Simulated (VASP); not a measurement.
Here is a VASP 6.6.1 calculation.

INCAR

```
  PREC = Accurate
  ENCUT = 520
  EDIFF = 1E-7
  ISMEAR = -1
  SIGMA = 0.08
  LREAL = F
  LASPH = T
  NELM = 100
  ALGO = Normal
  ISIF = 2
  LWAVE = F
  LCHARG = T
  GGA = PE
  LELF = T
  LVHAR = T
  NBANDS = 16
```

File KPOINTS:

```
regular mesh
0
Gamma
  12 12 12
```

POSCAR

```
HgTe
1.0
    0.0000000000      3.0107359966      3.0107359966
    3.0107359966      0.0000000000      3.0107359966
    3.0107359966      3.0107359966      0.0000000000
Hg Te
1 1
Direct
    0.0000000000      0.0000000000      0.0000000000
    0.2500000000      0.2500000000      0.2500000000
```

Potentials or basis: VASP PAW PBE potentials, release 64 (Hg, Te).

The run is started by

```sh
$ cat potpaw_PBE.64/Hg/POTCAR potpaw_PBE.64/Te/POTCAR > POTCAR
$ mpirun -np 1 vasp_std > vasp.out
```

Task: Predict the band gap on the k mesh.

Result: Zero (filled and empty bands touch).

Task: What does it give for the pressure?

Result: 22.2 GPa.

Caveat: the cell stands under pressure; semilocal functionals underestimate gaps, and a narrow one can read as zero; spin-orbit coupling is left out, which moves the levels of the heavy elements.
